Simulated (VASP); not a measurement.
# Ir (P6_3/mmc) in VASP: notebook

Runs on Ir. Level: r2SCAN. Tasks: single point.

Everything below comes from runs of VASP 6.6.1. Logs are shortened: lines on timing, memory, paths and dates and some standing lists are left out, and cuts for length are marked.

**1. The cell of the first run**

It takes space group P6_3/mmc (No. 194, hexagonal). The conventional cell has a = 2.702 Å, b = 2.702 Å, c = 4.373 Å, α = 90.00°, β = 90.00°, γ = 120.00°. Ir (site symmetry -6m2) has 12 Ir at 2.69 to 2.70 Å within 3.5 Å.

**2. Single point, r2SCAN**

Contents of POSCAR:

```
Ir
1.0
    2.7015893386      0.0000000000      0.0000000000
   -1.3507946693      2.3396449978      0.0000000000
    0.0000000000      0.0000000000      4.3732474603
Ir
2
Direct
    0.3333333333      0.6666666667      0.7500000000
    0.6666666667      0.3333333333      0.2500000000
```

Contents of INCAR.step1:

```
PREC = Accurate
ENCUT = 520
ISMEAR = 0
SIGMA = 0.05
LREAL = F
LASPH = T
NELM = 100
NBANDS = 16
GGA = PE
ALGO = Normal
EDIFF = 1E-4
LWAVE = T
LCHARG = F
```

Contents of INCAR.step2:

```
PREC = Accurate
ENCUT = 520
EDIFF = 1E-6
ISMEAR = 0
SIGMA = 0.05
LREAL = F
LASPH = T
NELM = 100
ALGO = Normal
ISIF = 2
LWAVE = F
LCHARG = F
METAGGA = R2SCAN
LMIXTAU = T
NBANDS = 16
ISTART = 1
```

Contents of KPOINTS:

```
Automatic mesh
0
Gamma
  18 18 10
```

Potentials or basis: VASP PAW PBE potentials, release 64 (Ir).

Started as:

```bash
cat potpaw_PBE.64/Ir/POTCAR > POTCAR
cp INCAR.step1 INCAR
mpirun -np 1 vasp_std > vasp.out
cp INCAR.step2 INCAR
mpirun -np 1 vasp_std > vasp.out
```

OUTCAR:

```text
PREC = Accurate
   ENCUT = 520
   EDIFF = 1E-6
   ISMEAR = 0
   LREAL = F
   LASPH = T
   NELM = 100
   ISIF = 2
   METAGGA = R2SCAN
   ISTART = 1

 ion  position               nearest neighbor table
   1  0.333  0.667  0.750-   2 2.69   2 2.69   2 2.69   2 2.69   2 2.69   2 2.69
   2  0.667  0.333  0.250-   1 2.69   1 2.69   1 2.69   1 2.69   1 2.69   1 2.69

  LATTYP: Found a hexagonal cell.
 ALAT       =     2.7015893386
 C/A-ratio  =     1.6187684034

  Lattice vectors:

 A1 = (   2.7015893386,   0.0000000000,   0.0000000000)
 A2 = (  -1.3507946693,   2.3396449978,   0.0000000000)
 A3 = (   0.0000000000,   0.0000000000,   4.3732474603)

Analysis of symmetry for initial positions (statically):
=====================================================================
 Subroutine PRICEL returns:
 Original cell was already a primitive cell.

 Routine SETGRP: Setting up the symmetry group for a
 hexagonal supercell.

 Subroutine GETGRP returns: Found 24 space group operations
 (whereof 12 operations were pure point group operations)
 out of a pool of 24 trial point group operations.

The static configuration has the point symmetry D_3d.
 The point group associated with its full space group is D_6h.

Analysis of symmetry for dynamics (positions and initial velocities):
=====================================================================
 Subroutine PRICEL returns:
 Original cell was already a primitive cell.

 Routine SETGRP: Setting up the symmetry group for a
 hexagonal supercell.

 Subroutine GETGRP returns: Found 24 space group operations
 (whereof 12 operations were pure point group operations)
 out of a pool of 24 trial point group operations.

The dynamic configuration has the point symmetry D_3d.
 The point group associated with its full space group is D_6h.

 Subroutine INISYM returns: Found 24 space group operations
 (whereof 12 operations are pure point group operations),
 and found     1 'primitive' translations

----------------------------------------------------------------------------------------

                                     Primitive cell

  volume of cell :      27.6422

  direct lattice vectors                    reciprocal lattice vectors
     2.701589339  0.000000000  0.000000000     0.370152482  0.213707635  0.000000000
    -1.350794669  2.339644998  0.000000000     0.000000000  0.427415271  0.000000000
     0.000000000  0.000000000  4.373247460     0.000000000  0.000000000  0.228663027

  length of vectors
     2.701589339  2.701589339  4.373247460     0.427415271  0.427415271  0.228663027

  position of ions in fractional coordinates (direct lattice)
     0.333333333  0.666666667  0.750000000
     0.666666667  0.333333333  0.250000000

  ion indices of the primitive-cell ions
   primitive index   ion index
                 1           1
                 2           2

----------------------------------------------------------------------------------------

 KPOINTS: Automatic mesh

Automatic generation of k-mesh.
 Grid dimensions read from file:
 generate k-points for:   18   18   10

 Generating k-lattice:

  Cartesian coordinates                     Fractional coordinates (reciprocal lattice)
     0.020564027  0.011872646  0.000000000     0.055555556 -0.000000000  0.000000000
     0.000000000  0.023745293  0.000000000     0.000000000  0.055555556  0.000000000
     0.000000000  0.000000000  0.022866303     0.000000000  0.000000000  0.100000000

  Length of vectors
     0.023745293  0.023745293  0.022866303

  Shift w.r.t. Gamma in fractional coordinates (k-lattice)
     0.000000000  0.000000000  0.000000000

 Subroutine IBZKPT returns following result:
 ===========================================

 Found    222 irreducible k-points:

 Following reciprocal coordinates:
            Coordinates               Weight
  0.000000  0.000000  0.000000      1.000000
  0.055556  0.000000  0.000000      6.000000
  0.111111  0.000000  0.000000      6.000000
  0.166667  0.000000  0.000000      6.000000
  0.222222  0.000000  0.000000      6.000000
  0.277778 -0.000000  0.000000      6.000000
[... 16 lines left out ...]
  0.333333  0.111111  0.000000     12.000000
  0.388889  0.111111  0.000000     12.000000
 [... further k-points ...]
   k-points           NKPTS =    222   k-points in BZ     NKDIM =    222   number of bands    NBANDS=     16
   number of dos      NEDOS =    301   number of ions     NIONS =      2
   total plane-waves  NPLWV =  14400
   dimension x,y,z NGX =    20 NGY =   20 NGZ =   36
   dimension x,y,z NGXF=    40 NGYF=   40 NGZF=   72
   ions per type =               2
   NGX,Y,Z   is equivalent  to a cutoff of  12.31, 12.31, 13.69 a.u.
   NGXF,Y,Z  is equivalent  to a cutoff of  24.61, 24.61, 27.37 a.u.
 SYSTEM =  unknown system
   PREC   = accura    normal or accurate (medium, high low for compatibility)
   ISTART =      1    job   : 0-new  1-cont  2-samecut
   ICHARG =      0    charge: 1-file 2-atom 10-const
   ISPIN  =      1    spin polarized calculation?
   LNONCOLLINEAR =      F non collinear calculations
   LSORBIT =      F    spin-orbit coupling
   LASPH  =      T    aspherical Exc in radial PAW
   ENCUT  =  520.0 eV  38.22 Ry    6.18 a.u.   5.02  5.02  8.13*2*pi/ulx,y,z
   NELM   =    100;   NELMIN=  2; NELMDL=  0     # of ELM steps
   EDIFF  = 0.1E-05   stopping-criterion for ELM
   LREAL  =      F    real-space projection
   EDIFFG = 0.1E-04   stopping-criterion for IOM
   NSW    =      0    number of steps for IOM
   IBRION =     -1    ionic relax: 0-MD 1-quasi-New 2-CG
   NFREE  =      0    steps in history (QN), initial steepest desc. (CG)
   ISIF   =      2    stress and relaxation
   ISYM   =      2    0-nonsym 1-usesym 2-fastsym
   POTIM  = 0.5000    time-step for ionic-motion
   TEBEG  =    0.0;   TEEND  =   0.0 temperature during run
   PSTRESS=    0.0 pullay stress
   NELECT =      18.0000    total number of electrons
   NUPDOWN=      -1.0000    fix difference up-down
   EMIN   =  10.00;   EMAX   =-10.00  energy-range for DOS
   EFERMI =   0.00;   METHOD = LEGACY
   ISMEAR =     0;   SIGMA  =   0.05  broadening in eV -4-tet -1-fermi 0-gaus
   EFERMI_NEDOS =   21; number of points for ismear=-14 and -15
   IALGO  =     38    algorithm
   IMIX   =      4    mixing-type and parameters
     AMIX     =   0.40;   BMIX     =  1.00
     AMIX_MAG =   1.60;   BMIX_MAG =  1.00
  volume/ion in A,a.u.               =      13.82        93.27
  Fermi-wavevector in a.u.,A,eV,Ry     =   1.418974  2.681473 27.395171  2.013488
  Thomas-Fermi vector in A             =   2.540044
   LORBIT       =      0    0 simple, 1 ext, 2 COOP (PROOUT), +10 PAW based schemes
   METAGGA = R2SCAN    functional components
   LHFCALC =     F    Hartree Fock is set to
   AEXX    =    0.0000 exact exchange contribution
   IVDW    =     0    specifies the selected vdW correction
   LEPSILON=     F    determine dielectric tensor
   LRPA    =     F    only Hartree local field effects (RPA)
 non-spin polarized calculation
 Gauss-broadening in eV      SIGMA  =   0.05
  energy-cutoff  :      520.00
  volume of cell :       27.64
 maximum number of plane-waves:       772
 NGX is ok and might be reduce to    20
   NGX =  9   NGY =  9   NGZ = 17

 number of electron      18.0000001 magnetization

 Free energy of the ion-electron system (eV)
  ---------------------------------------------------
  ext. energy  EPLUGINS =         0.00000000
  ---------------------------------------------------
  free energy    TOTEN  =      -104.50895208 eV

  energy without entropy =     -104.50664364  energy(sigma->0) =     -104.50779786

 E-fermi :  10.7432     XC(G=0): -15.4983

 val. band max:       10.7332087054   @ k =   0.3333   0.2778   0.3000
 cond. band min:      10.7523832799   @ k =   0.3889   0.0000   0.1000
 fundamental gap:      0.0191745745
 Fermi energy:        10.7431802174

 k-point     1 :       0.0000    0.0000    0.0000
  band No.  band energies     occupation
      1      -1.2080      2.00000
      2       1.9310      2.00000
      3       6.4892      2.00000
      4       6.5727      2.00000
      5       6.5727      2.00000
      6       7.2870      2.00000
[... 8 lines left out ...]
     15      28.0470      0.00000
     16      29.1630      0.00000

 k-point     2 :       0.0556    0.0000    0.0000
  band No.  band energies     occupation
      1      -1.0780      2.00000
      2       2.0472      2.00000
      3       6.2152      2.00000
      4       6.6826      2.00000
      5       6.8182      2.00000
      6       7.2139      2.00000
[... 8 lines left out ...]
     15      28.2179      0.00000
     16      29.3722      0.00000

 k-point     3 :       0.1111    0.0000    0.0000
  band No.  band energies     occupation
      1      -0.6986      2.00000
      2       2.3727      2.00000
      3       5.8551      2.00000
      4       6.9550      2.00000
      5       7.0079      2.00000
      6       7.1992      2.00000
[... 8 lines left out ...]
     15      28.6705      0.00000
     16      29.8309      0.00000

 k-point     4 :       0.1667    0.0000    0.0000
  band No.  band energies     occupation
      1      -0.1047      2.00000
      2       2.8209      2.00000
      3       5.5088      2.00000
      4       6.4530      2.00000
      5       6.7025      2.00000
      6       7.5149      2.00000
[... 8 lines left out ...]
     15      28.9830      0.00000
     16      29.6105      0.00000

 k-point     5 :       0.2222    0.0000    0.0000
  band No.  band energies     occupation
      1       0.6367      2.00000
      2       3.1868      2.00000
      3       5.3487      2.00000
      4       5.5410      2.00000
      5       6.4836      2.00000
      6       7.1866      2.00000
[... 8 lines left out ...]
     15      28.1911      0.00000
     16      28.5729      0.00000

 k-point     6 :       0.2778   -0.0000    0.0000
  band No.  band energies     occupation
      1       1.4108      2.00000
      2       3.2311      2.00000
      3       4.7506      2.00000
      4       5.5167      2.00000
      5       6.4829      2.00000
      6       6.8745      2.00000
[... 8 lines left out ...]
     15      26.9799      0.00000
     16      27.1764      0.00000

 k-point     7 :       0.3333    0.0000    0.0000
  band No.  band energies     occupation
      1       2.0549      2.00000
      2       3.0374      2.00000
      3       4.1148      2.00000
      4       5.8549      2.00000
      5       6.6073      2.00000
      6       6.8076      2.00000
[... 8 lines left out ...]
     15      25.4781      0.00000
     16      26.3314      0.00000

 k-point     8 :       0.3889    0.0000    0.0000
  band No.  band energies     occupation
      1       2.4375      2.00000
      2       2.8189      2.00000
      3       3.6503      2.00000
      4       6.3098      2.00000
      5       6.4041      2.00000
      6       7.0230      2.00000
[... 8 lines left out ...]
     15      24.1828      0.00000
     16      25.7030      0.00000

 k-point     9 :       0.4444    0.0000    0.0000
  band No.  band energies     occupation
      1       2.5442      2.00000
      2       2.7172      2.00000
      3       3.3677      2.00000
      4       6.2775      2.00000
      5       6.7978      2.00000
      6       6.9062      2.00000
[... 8 lines left out ...]
     15      23.2665      0.00000
     16      23.9192      0.00000
[... 172 lines left out ...]
 k-point    19 :       0.1111    0.1111    0.0000
  band No.  band energies     occupation
      1       0.2415      2.00000
      2       3.1005      2.00000
      3       5.2407      2.00000
      4       6.1251      2.00000
      5       6.6554      2.00000
      6       7.0344      2.00000
[... 8 lines left out ...]
     15      27.8858      0.00000
     16      29.4443      0.00000

 k-point    20 :       0.1667    0.1111    0.0000
  band No.  band energies     occupation
      1       0.9719      2.00000
      2       3.5177      2.00000
      3       4.9617      2.00000
      4       5.3544      2.00000
      5       6.5065      2.00000
      6       6.6906      2.00000
[... 8 lines left out ...]
     15      26.4649      0.00000
     16      28.3953      0.00000

 k-point    21 :       0.2222    0.1111    0.0000
  band No.  band energies     occupation
      1       1.7543      2.00000
      2       3.6158      2.00000
      3       4.6553      2.00000
      4       5.0184      2.00000
      5       6.4293      2.00000
      6       6.5317      2.00000
[... 8 lines left out ...]
     15      25.1567      0.00000
     16      27.4765      0.00000

 k-point    22 :       0.2778    0.1111    0.0000
  band No.  band energies     occupation
      1       2.4266      2.00000
      2       3.4088      2.00000
      3       4.0796      2.00000
      4       5.3826      2.00000
      5       6.2510      2.00000
      6       6.8159      2.00000
[... 8 lines left out ...]
     15      23.7469      0.00000
     16      26.7317      0.00000

 k-point    23 :       0.3333    0.1111    0.0000
  band No.  band energies     occupation
      1       2.8371      2.00000
      2       3.1703      2.00000
      3       3.6538      2.00000
      4       5.8866      2.00000
      5       6.1528      2.00000
      6       7.0614      2.00000
[... 8 lines left out ...]
     15      22.4203      0.00000
     16      26.1775      0.00000

 k-point    24 :       0.3889    0.1111    0.0000
  band No.  band energies     occupation
      1       2.9534      2.00000
      2       3.0592      2.00000
      3       3.3929      2.00000
      4       6.1193      2.00000
      5       6.3841      2.00000
      6       6.8548      2.00000
[... 8 lines left out ...]
     15      22.0404      0.00000
     16      25.0218      0.00000

 [... further k-points ...]
[... 5 lines left out ...]
  --------------------------------------------------------------------------------------
  -------------------------------------------------------------------------------------
  Total        2.6514208      2.6514208      2.7870389      0.0000000      0.0000000      0.0000000
  in kB      153.6794835    153.6794835    161.5400689      0.0000000      0.0000000      0.0000000
  external PRESSURE =     156.2996786 kB  Pullay stress =       0.0000000 kB

 VOLUME and BASIS-vectors are now :
 -----------------------------------------------------------------------------
  energy-cutoff  :      520.00
  volume of cell :       27.64
      direct lattice vectors                 reciprocal lattice vectors
     2.701589339  0.000000000  0.000000000     0.370152482  0.213707635  0.000000000
    -1.350794669  2.339644998  0.000000000     0.000000000  0.427415271  0.000000000
     0.000000000  0.000000000  4.373247460     0.000000000  0.000000000  0.228663027

 POSITION                                       TOTAL-FORCE (eV/Angst)
 -----------------------------------------------------------------------------------
     -0.00000      1.55976      3.27994        -0.000000      0.000000      0.000000
      1.35079      0.77988      1.09331         0.000000     -0.000000      0.000000
 -----------------------------------------------------------------------------------
    total drift:                               -0.000000      0.000000     -0.000000

  FREE ENERGIE OF THE ION-ELECTRON SYSTEM (eV)
  ---------------------------------------------------
  free  energy   TOTEN  =      -104.5089520833 eV

  energy  without entropy=     -104.5066436418  energy(sigma->0) =     -104.50779786
```

Run time: 2.2 min. Hardware: 1 thread of Intel Xeon 6975P-C (Granite Rapids), shared host; peak memory 0.21 GiB.

Results:

* Free energy: -104.5090 eV
* Pressure: 15.6 GPa
* Band gap on the k mesh: zero (band 9 reaches 11.78 eV, above the bottom of band 10 at 8.18 eV)

Stress tensor (GPa, compression positive):
```
15.37  0.00  0.00
 0.00 15.37  0.00
 0.00  0.00 16.15
```

Levels at points of the mesh, in eV from the Fermi level:
| k point | band 7 | band 8 | band 9 | band 10 | band 11 | band 12 |
| --- | --- | --- | --- | --- | --- | --- |
| (0.00, 0.00, 0.00) | -3.46 | -2.62 | -2.62 | -0.85 | 0.27 | 0.27 |
| (0.50, 0.00, 0.00) | -3.22 | 0.75 | 1.04 | 1.20 | 3.18 | 4.75 |
| (0.00, 0.00, 0.50) | -4.31 | -4.31 | -0.53 | -0.53 | -0.53 | -0.53 |
| (0.50, 0.00, 0.50) | -1.06 | -1.06 | 1.02 | 1.02 | 2.16 | 2.16 |

Caveat: the PAW data sets were made with another functional, which shifts forces and pressure a little; spin-orbit coupling is left out, which moves the levels of the heavy elements.

(Continued in part 2 of 2.)
